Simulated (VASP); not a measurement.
# Ta2N (P-31m) in VASP: further runs

Runs on Ta2N. Level: LDA. Tasks: single point, relaxation of cell and atoms.

Everything below comes from runs of VASP 6.6.1. Logs are shortened: lines on timing, memory, paths and dates and some standing lists are left out, and cuts for length are marked.

## (1) The cell of the first run

The structure is trigonal, space group P-31m (No. 162). The conventional cell has a = 5.233 Å, b = 5.233 Å, c = 4.877 Å, α = 90.00°, β = 90.00°, γ = 120.00°. Ta (site symmetry m) has 3 N at 2.12 to 2.14 Å within 2.8 Å. Within 2.8 Å of N (site symmetry 32) lie 6 Ta at 2.14 Å. N (site symmetry -3m) has 6 Ta at 2.12 Å within 2.8 Å.

## (2) Single point, LDA

INCAR reads:

```
PREC = Accurate ; ENCUT = 520
EDIFF = 1E-6 ; ISMEAR = 0
SIGMA = 0.1 ; LREAL = F
LASPH = T ; NELM = 60
ALGO = Normal ; ISIF = 2
LWAVE = F ; LCHARG = F
NBANDS = 50
```

KPOINTS reads:

```
regular mesh
0
Gamma
  6 6 4
```

POSCAR reads:

```
Ta2N
1.0
    5.2327945305      0.0000000000      0.0000000000
   -2.6163972652      4.5317329962      0.0000000000
    0.0000000000      0.0000000000      4.8769484467
Ta N
6 3
Direct
    0.6667338212      0.6667338212      0.7528123595
    0.0000000000      0.3332661788      0.7528123595
    0.3332661788      0.0000000000      0.7528123595
    0.3332661788      0.3332661788      0.2471876405
    0.0000000000      0.6667338212      0.2471876405
    0.6667338212      0.0000000000      0.2471876405
    0.6666666667      0.3333333333      0.5000000000
    0.3333333333      0.6666666667      0.5000000000
    0.0000000000      0.0000000000      0.0000000000
```

Potentials or basis: VASP PAW LDA potentials, release 64 (Ta_pv, N).

Started as:

```
$ cat potpaw_LDA.64/Ta_pv/POTCAR potpaw_LDA.64/N/POTCAR > POTCAR
$ mpirun -np 1 vasp_std > vasp.out
```

OUTCAR:

```text
PREC = Accurate
   ENCUT = 520
   EDIFF = 1E-6
   ISMEAR = 0
   LREAL = F
   LASPH = T
   NELM = 60
   ISIF = 2

 ion  position               nearest neighbor table
   1  0.667  0.667  0.753-   9 2.12   7 2.14   8 2.14   6 2.98   5 2.98   4 2.98   6 3.02   5 3.02
                             2 3.02   3 3.02   4 3.02   2 3.02   3 3.02   3 3.02   2 3.02
   2  0.000  0.333  0.753-   9 2.12   7 2.14   8 2.14   4 2.98   6 2.98   5 2.98   4 3.02   6 3.02
                             3 3.02   1 3.02   5 3.02   1 3.02   3 3.02   3 3.02   1 3.02
   3  0.333  0.000  0.753-   9 2.12   8 2.14   7 2.14   4 2.98   5 2.98   6 2.98   4 3.02   5 3.02
                             2 3.02   1 3.02   6 3.02   1 3.02   2 3.02   1 3.02   2 3.02
   4  0.333  0.333  0.247-   9 2.12   8 2.14   7 2.14   3 2.98   2 2.98   1 2.98   3 3.02   2 3.02
                             5 3.02   6 3.02   1 3.02   5 3.02   6 3.02   6 3.02   5 3.02
   5  0.000  0.667  0.247-   9 2.12   8 2.14   7 2.14   1 2.98   3 2.98   2 2.98   1 3.02   3 3.02
                             6 3.02   4 3.02   2 3.02   4 3.02   6 3.02   6 3.02   4 3.02
   6  0.667  0.000  0.247-   9 2.12   7 2.14   8 2.14   1 2.98   2 2.98   3 2.98   1 3.02   2 3.02
                             5 3.02   4 3.02   3 3.02   4 3.02   5 3.02   4 3.02   5 3.02
   7  0.667  0.333  0.500-   6 2.14   2 2.14   5 2.14   3 2.14   1 2.14   4 2.14
   8  0.333  0.667  0.500-   3 2.14   5 2.14   2 2.14   6 2.14   4 2.14   1 2.14
   9  0.000  0.000  0.000-   2 2.12   5 2.12   3 2.12   6 2.12   1 2.12   4 2.12

  LATTYP: Found a hexagonal cell.
 ALAT       =     5.2327945305
 C/A-ratio  =     0.9319969317

  Lattice vectors:

 A1 = (   5.2327945305,   0.0000000000,   0.0000000000)
 A2 = (  -2.6163972652,   4.5317329962,   0.0000000000)
 A3 = (   0.0000000000,   0.0000000000,   4.8769484467)

Analysis of symmetry for initial positions (statically):
=====================================================================
 Subroutine PRICEL returns:
 Original cell was already a primitive cell.

 Routine SETGRP: Setting up the symmetry group for a
 hexagonal supercell.

 Subroutine GETGRP returns: Found 12 space group operations
 (whereof 12 operations were pure point group operations)
 out of a pool of 24 trial point group operations.

The static configuration has the point symmetry D_3d.

Analysis of symmetry for dynamics (positions and initial velocities):
=====================================================================
 Subroutine PRICEL returns:
 Original cell was already a primitive cell.

 Routine SETGRP: Setting up the symmetry group for a
 hexagonal supercell.

 Subroutine GETGRP returns: Found 12 space group operations
 (whereof 12 operations were pure point group operations)
 out of a pool of 24 trial point group operations.

The dynamic configuration has the point symmetry D_3d.

[... 124 lines left out ...]
   EMIN   =  10.00;   EMAX   =-10.00  energy-range for DOS
   EFERMI =   0.00;   METHOD = LEGACY
   ISMEAR =     0;   SIGMA  =   0.10  broadening in eV -4-tet -1-fermi 0-gaus
   EFERMI_NEDOS =   21; number of points for ismear=-14 and -15
   IALGO  =     38    algorithm
   IMIX   =      4    mixing-type and parameters
     AMIX     =   0.40;   BMIX     =  1.00
     AMIX_MAG =   1.60;   BMIX_MAG =  1.00
  volume/ion in A,a.u.               =      12.85        86.72
  Fermi-wavevector in a.u.,A,eV,Ry     =   1.453855  2.747388 28.758561  2.113695
  Thomas-Fermi vector in A             =   2.571073
   LORBIT       =      0    0 simple, 1 ext, 2 COOP (PROOUT), +10 PAW based schemes
   GGA     = CA    functional components
   LHFCALC =     F    Hartree Fock is set to
   AEXX    =    0.0000 exact exchange contribution
   IVDW    =     0    specifies the selected vdW correction
   LEPSILON=     F    determine dielectric tensor
   LRPA    =     F    only Hartree local field effects (RPA)
 non-spin polarized calculation
 Gauss-broadening in eV      SIGMA  =   0.10
  energy-cutoff  :      520.00
  volume of cell :      115.65
 maximum number of plane-waves:      3175
   NGX = 19   NGY = 19   NGZ = 19

 number of electron      81.0000007 magnetization

 Free energy of the ion-electron system (eV)
  ---------------------------------------------------
  ext. energy  EPLUGINS =         0.00000000
  ---------------------------------------------------
  free energy    TOTEN  =      -114.12897675 eV

  energy without entropy =     -114.11689150  energy(sigma->0) =     -114.12293413

 E-fermi :   7.6689     XC(G=0): -13.3468

 val. band max:        7.6611263011   @ k =   0.1667   0.1667   0.0000
 cond. band min:       7.6824818382   @ k =   0.5000  -0.0000   0.5000
 fundamental gap:      0.0213555370
 Fermi energy:         7.6688914207

 k-point     1 :       0.0000    0.0000    0.0000
  band No.  band energies     occupation
      1     -27.8828      2.00000
      2     -27.4431      2.00000
      3     -27.2508      2.00000
      4     -27.2508      2.00000
      5     -27.2333      2.00000
      6     -27.2333      2.00000
[... 1261 lines left out ...]
     49      10.7535      0.00000
     50      10.7535      0.00000

------------------------ aborting loop because EDIFF is reached ----------------------------------------

  FORCE on cell =-STRESS in cart. coord.  units (eV):
  Direction    XX          YY          ZZ          XY          YZ          ZX
  --------------------------------------------------------------------------------------
  -------------------------------------------------------------------------------------
  Total        1.0653327      1.0653327      1.0440687      0.0000000      0.0000000      0.0000000
  in kB       14.7587531     14.7587531     14.4641697      0.0000000      0.0000000      0.0000000
  external PRESSURE =      14.6605586 kB  Pullay stress =       0.0000000 kB

 VOLUME and BASIS-vectors are now :
 -----------------------------------------------------------------------------
  energy-cutoff  :      520.00
  volume of cell :      115.65
      direct lattice vectors                 reciprocal lattice vectors
     5.232794530  0.000000000  0.000000000     0.191102478  0.110333067  0.000000000
    -2.616397265  4.531732996  0.000000000     0.000000000  0.220666134  0.000000000
     0.000000000  0.000000000  4.876948447     0.000000000  0.000000000  0.205046252

 POSITION                                       TOTAL-FORCE (eV/Angst)
 -----------------------------------------------------------------------------------
      1.74444      3.02146      3.67143         0.007532      0.013046      0.024031
     -0.87196      1.51027      3.67143         0.007532     -0.013046      0.024031
      1.74391      0.00000      3.67143        -0.015064     -0.000000      0.024031
      0.87196      1.51027      1.20552        -0.007532     -0.013046     -0.024031
     -1.74444      3.02146      1.20552        -0.007532      0.013046     -0.024031
      3.48888      0.00000      1.20552         0.015064      0.000000     -0.024031
      2.61640      1.51058      2.43847         0.000000      0.000000      0.000000
     -0.00000      3.02116      2.43847         0.000000      0.000000      0.000000
      0.00000      0.00000      0.00000         0.000000      0.000000      0.000000
 -----------------------------------------------------------------------------------
    total drift:                               -0.000000      0.000000     -0.000000

  FREE ENERGIE OF THE ION-ELECTRON SYSTEM (eV)
  ---------------------------------------------------
  free  energy   TOTEN  =      -114.1289767527 eV

  energy  without entropy=     -114.1168914980  energy(sigma->0) =     -114.12293413
```

OSZICAR:

```text
N       E                     dE             d eps       ncg     rms          rms(c)
DAV:   1     0.841487523076E+03    0.84149E+03   -0.44014E+04  2400   0.171E+03
DAV:   2    -0.622869258209E+02   -0.90377E+03   -0.87203E+03  2612   0.511E+02
DAV:   3    -0.122961314442E+03   -0.60674E+02   -0.58999E+02  3020   0.118E+02
DAV:   4    -0.124332645068E+03   -0.13713E+01   -0.13579E+01  2904   0.168E+01
DAV:   5    -0.124366341009E+03   -0.33696E-01   -0.33617E-01  3040   0.223E+00    0.522E+01
DAV:   6    -0.114929255413E+03    0.94371E+01   -0.54549E+01  2976   0.302E+01    0.247E+01
DAV:   7    -0.114264296630E+03    0.66496E+00   -0.37804E+00  2844   0.815E+00    0.112E+01
DAV:   8    -0.114147783121E+03    0.11651E+00   -0.57597E-01  2856   0.358E+00    0.102E+00
DAV:   9    -0.114130425273E+03    0.17358E-01   -0.11371E-01  2990   0.124E+00    0.438E-01
DAV:  10    -0.114129256475E+03    0.11688E-02   -0.12466E-02  2944   0.553E-01    0.147E-01
DAV:  11    -0.114128985207E+03    0.27127E-03   -0.19868E-03  2950   0.204E-01    0.428E-02
DAV:  12    -0.114128983027E+03    0.21800E-05   -0.41577E-04  2968   0.808E-02    0.187E-02
DAV:  13    -0.114128976172E+03    0.68542E-05   -0.47322E-05  2894   0.294E-02    0.962E-03
DAV:  14    -0.114128976753E+03   -0.58042E-06   -0.85331E-06  2392   0.117E-02
   1 F= -.11412898E+03 E0= -.11412293E+03  d E =-.120853E-01
```

Run time: 2.1 min. Hardware: 1 thread of Intel Xeon Platinum 8259CL at 2.50GHz (Skylake/Cascade Lake), shared host; peak memory 0.25 GiB.

Results:

```yaml
Free_energy: -114.1290 eV
Pressure: 1.5 GPa
Largest_force: 0.028 eV/Å
Band_gap_on_the_k_mesh: zero (an odd number of electrons rules out a gap without spin polarisation)
```

Forces in eV/Å, atoms in the order of the input:
```
Ta   0.008  0.013  0.024
Ta   0.008 -0.013  0.024
Ta  -0.015  0.000  0.024
Ta  -0.008 -0.013 -0.024
Ta  -0.008  0.013 -0.024
Ta   0.015  0.000 -0.024
N    0.000  0.000  0.000
N    0.000  0.000  0.000
N    0.000  0.000  0.000
```

Levels at points of the mesh, in eV from the Fermi level:
```tsv
k point	band 38	band 39	band 40	band 41	band 42	band 43	band 44	band 45
(0.00, 0.00, 0.00)	-0.83	-0.45	-0.45	-0.32	-0.11	-0.11	0.73	0.73
(0.50, 0.00, 0.00)	-1.99	-1.33	0.44	0.63	1.00	1.05	1.92	2.37
(0.00, 0.00, 0.50)	-1.68	-1.38	-1.38	-0.95	0.68	0.68	0.88	2.15
(0.50, 0.00, 0.50)	-1.27	-1.22	-0.72	0.01	0.18	0.24	0.73	1.07
```

Caveat: spin-orbit coupling is left out, which moves the levels of the heavy elements.

## (3) Single point, LDA

This run uses another cell than the first one, of 13.33 Å³/atom.

INCAR reads:

```
SYSTEM = Ta2N
ALGO     = Normal         ! electronic algorithm
EDIFF    = 1E-6           ! SCF threshold, eV
ENCUT    = 520            ! plane-wave cutoff, eV
GGA      = CA             ! functional
ISIF     = 2              ! what is computed and relaxed
ISMEAR   = 0              ! smearing method
LASPH    = .TRUE.         ! aspherical terms in the spheres
LCHARG   = .TRUE.         ! write CHGCAR
LELF     = .TRUE.         ! ELF
LREAL    = .FALSE.        ! projectors in reciprocal space
LVHAR    = .TRUE.       
LWAVE    = .FALSE.        ! write WAVECAR
NBANDS   = 50             ! bands
NELM     = 100            ! most SCF steps
PREC     = Accurate       ! precision mode
SIGMA    = 0.1            ! smearing width, eV
```

KPOINTS reads:

```
k-points
0
G
  6 6 4
  0 0 0
```

POSCAR reads:

```
Ta2N
1.0
    5.2965720514      0.0000000000      0.0000000000
   -2.6482860257      4.5869659495      0.0000000000
    0.0000000000      0.0000000000      4.9391825701
Ta N
6 3
Direct
    0.6663616700      0.6663616700      0.7536182600
    0.0000000000      0.3336383300      0.7536182600
    0.3336383300      0.0000000000      0.7536182600
    0.3336383300      0.3336383300      0.2463817400
    0.0000000000      0.6663616700      0.2463817400
    0.6663616700      0.0000000000      0.2463817400
    0.6666666700      0.3333333300      0.5000000000
    0.3333333300      0.6666666700      0.5000000000
    0.0000000000      0.0000000000      0.0000000000
```

Potentials or basis: VASP PAW LDA potentials, release 64 (Ta_pv, N).

Started as:

```
$ cat potpaw_LDA.64/Ta_pv/POTCAR potpaw_LDA.64/N/POTCAR > POTCAR
$ mpirun -np 1 vasp_std > vasp.out
```

OUTCAR:

```text
SYSTEM = Ta2N
   EDIFF = 1E-6
   ENCUT = 520
   GGA = CA
   ISIF = 2
   ISMEAR = 0
   LASPH = .TRUE.
   LREAL = .FALSE.
   NELM = 100
   PREC = Accurate

 ion  position               nearest neighbor table
   1  0.666  0.666  0.754-   9 2.15   8 2.16   7 2.16   4 3.00   5 3.01   6 3.01   2 3.06   2 3.06
                             3 3.06   3 3.06   3 3.06   2 3.06   4 3.06   5 3.07   6 3.07
   2  0.000  0.334  0.754-   9 2.15   7 2.16   8 2.16   5 3.00   4 3.01   6 3.01   1 3.06   1 3.06
                             3 3.06   3 3.06   3 3.06   1 3.06   5 3.06   4 3.07   6 3.07
   3  0.334  0.000  0.754-   9 2.15   8 2.16   7 2.16   6 3.00   4 3.01   5 3.01   2 3.06   1 3.06
                             1 3.06   2 3.06   2 3.06   1 3.06   6 3.06   5 3.07   4 3.07
   4  0.334  0.334  0.246-   9 2.15   7 2.16   8 2.16   1 3.00   2 3.01   3 3.01   5 3.06   5 3.06
                             6 3.06   6 3.06   6 3.06   5 3.06   1 3.06   2 3.07   3 3.07
   5  0.000  0.666  0.246-   9 2.15   8 2.16   7 2.16   2 3.00   1 3.01   3 3.01   4 3.06   4 3.06
                             6 3.06   6 3.06   6 3.06   4 3.06   2 3.06   1 3.07   3 3.07
   6  0.666  0.000  0.246-   9 2.15   7 2.16   8 2.16   3 3.00   1 3.01   2 3.01   4 3.06   5 3.06
                             4 3.06   5 3.06   5 3.06   4 3.06   3 3.06   2 3.07   1 3.07
   7  0.667  0.333  0.500-   2 2.16   6 2.16   5 2.16   3 2.16   4 2.16   1 2.16
[... 1480 lines left out ...]

  FORCE on cell =-STRESS in cart. coord.  units (eV):
  Direction    XX          YY          ZZ          XY          YZ          ZX
  --------------------------------------------------------------------------------------
  -------------------------------------------------------------------------------------
  Total       -7.1715699     -7.1715699     -7.4522068      0.0000000      0.0000000      0.0000000
  in kB      -95.7523272    -95.7523272    -99.4992946      0.0000000      0.0000000      0.0000000
  external PRESSURE =     -97.0013163 kB  Pullay stress =       0.0000000 kB

 VOLUME and BASIS-vectors are now :
 -----------------------------------------------------------------------------
  energy-cutoff  :      520.00
  volume of cell :      120.00
      direct lattice vectors                 reciprocal lattice vectors
     5.296572051  0.000000000  0.000000000     0.188801359  0.109004515  0.000000000
    -2.648286026  4.586965949  0.000000000     0.000000000  0.218009031  0.000000000
     0.000000000  0.000000000  4.939182570     0.000000000  0.000000000  0.202462652

 POSITION                                       TOTAL-FORCE (eV/Angst)
 -----------------------------------------------------------------------------------
      1.76472      3.05658      3.72226         0.019189      0.033236     -0.138368
     -0.88357      1.53039      3.72226         0.019189     -0.033236     -0.138368
      1.76714      0.00000      3.72226        -0.038377      0.000000     -0.138368
      0.88357      1.53039      1.21692        -0.019189     -0.033236      0.138368
     -1.76472      3.05658      1.21692        -0.019189      0.033236      0.138368
      3.52943      0.00000      1.21692         0.038377     -0.000000      0.138368
      2.64829      1.52899      2.46959         0.000000     -0.000000      0.000000
     -0.00000      3.05798      2.46959        -0.000000      0.000000      0.000000
      0.00000      0.00000      0.00000        -0.000000      0.000000      0.000000
 -----------------------------------------------------------------------------------
    total drift:                               -0.000000     -0.000000     -0.000000

  FREE ENERGIE OF THE ION-ELECTRON SYSTEM (eV)
  ---------------------------------------------------
  free  energy   TOTEN  =      -114.0129435936 eV

  energy  without entropy=     -114.0011438811  energy(sigma->0) =     -114.00704374
```

It took 2.6 min on 1 thread of Intel Xeon Platinum 8259CL at 2.50GHz (Skylake/Cascade Lake), shared host; peak memory 0.26 GiB.

Results:

```
Free energy            : -114.0129 eV
Pressure               : -9.7 GPa
Largest force          : 0.144 eV/Å
Band gap on the k mesh : zero (an odd number of electrons rules out a gap without spin polarisation)
```

Forces in eV/Å, atoms in the order of the input:
```
Ta   0.019  0.033 -0.138
Ta   0.019 -0.033 -0.138
Ta  -0.038  0.000 -0.138
Ta  -0.019 -0.033  0.138
Ta  -0.019  0.033  0.138
Ta   0.038  0.000  0.138
N    0.000  0.000  0.000
N    0.000  0.000  0.000
N    0.000  0.000  0.000
```

Levels at points of the mesh, in eV from the Fermi level:
```tsv
k point	band 37	band 38	band 39	band 40	band 41	band 42	band 43	band 44	band 45	band 46
(0.00, 0.00, 0.00)	-1.50	-0.79	-0.45	-0.45	-0.31	-0.10	-0.10	0.70	0.70	1.77
(0.50, 0.00, 0.00)	-2.02	-1.91	-1.32	0.42	0.61	0.96	1.00	1.82	2.27	2.40
(0.00, 0.00, 0.50)	-1.66	-1.66	-1.34	-1.34	-0.90	0.67	0.67	0.87	2.06	2.06
(0.50, 0.00, 0.50)	-2.07	-1.21	-1.16	-0.70	-0.02	0.17	0.21	0.67	1.00	2.67
```

Caveat: the cell stands under tension; spin-orbit coupling is left out, which moves the levels of the heavy elements.

(Continued in part 2 of 2.)

The gap in the log of VASP goes by the Fermi energy; the results here count the filled bands.